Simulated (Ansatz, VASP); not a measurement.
One calculation of Cu, two programs

Contents of INCAR:

```
SYSTEM = Cu
PREC = Accurate ; ENCUT = 520
EDIFF = 1E-6 ; ISMEAR = 0
SIGMA = 0.15 ; LREAL = .FALSE.
LASPH = .TRUE. ; NELM = 80
ALGO = Fast ; ISIF = 2
LWAVE = .FALSE. ; LCHARG = .FALSE.
GGA = PE ; NBANDS = 12
```

File KPOINTS:

```
regular mesh
0
G
  22 22 22
  0 0 0
```

Contents of POSCAR:

```
Cu
1.0
    0.0225937500      1.8075000000      1.8075000000
    1.8300937500      0.0000000000      1.8300937500
    1.8075000000      1.8075000000      0.0225937500
Cu
1
Direct
    0.0000000000      0.0000000000      0.0000000000
```

Input for Ansatz:

```yaml
crystal:
  lattice:
    - [0.02259375, 1.8075, 1.8075]
    - [1.83009375, 0.0, 1.83009375]
    - [1.8075, 1.8075, 0.02259375]
  atoms:
    - { symbol: Cu, position: [0.0, 0.0, 0.0] }
basis:
  ecutwfc: 420
kpoints:
  mp_grid: { grid: [22, 22, 22] }
hamiltonian:
  xc: pbe
scf:
  occupations: { method: gaussian, width: 0.15 }
output:
  forces: true
  stress: true
  eigenvalues: true
```

Change from the starting cell: strain +0.0250 x Voigt [0, 0, 0, 0, 1, 0], atoms carried along.

Alike in both runs: task single point; functional PBE; k mesh 22 × 22 × 22; occupations gaussian, width 0.15 eV; no spin polarisation.

```csv
,VASP,Ansatz
version,VASP 6.6.1,Ansatz 0.2.0
potentials or method,"VASP PAW PBE potentials, release 64 (Cu), cutoff 520 eV","scalar-relativistic, plane waves, PAW"
valence electrons in the cell,11,19
```

```tsv
	VASP	Ansatz	Ansatz less VASP
gap on the k mesh at the Fermi level (eV)	none	none	-
pressure (GPa)	2.3	1.9	-0.44
traceless stress, the component that is largest in VASP (GPa)	-2.28	-2.27	+0.008
```

A gap of «none» marks a metal or a gap that the smearing closes. The functional is the same, so the differences come from potentials, cutoffs and numerics. VASP's potentials hold 11 valence electrons a cell and Ansatz's 19, so a difference there can come from the potentials and not from the codes.
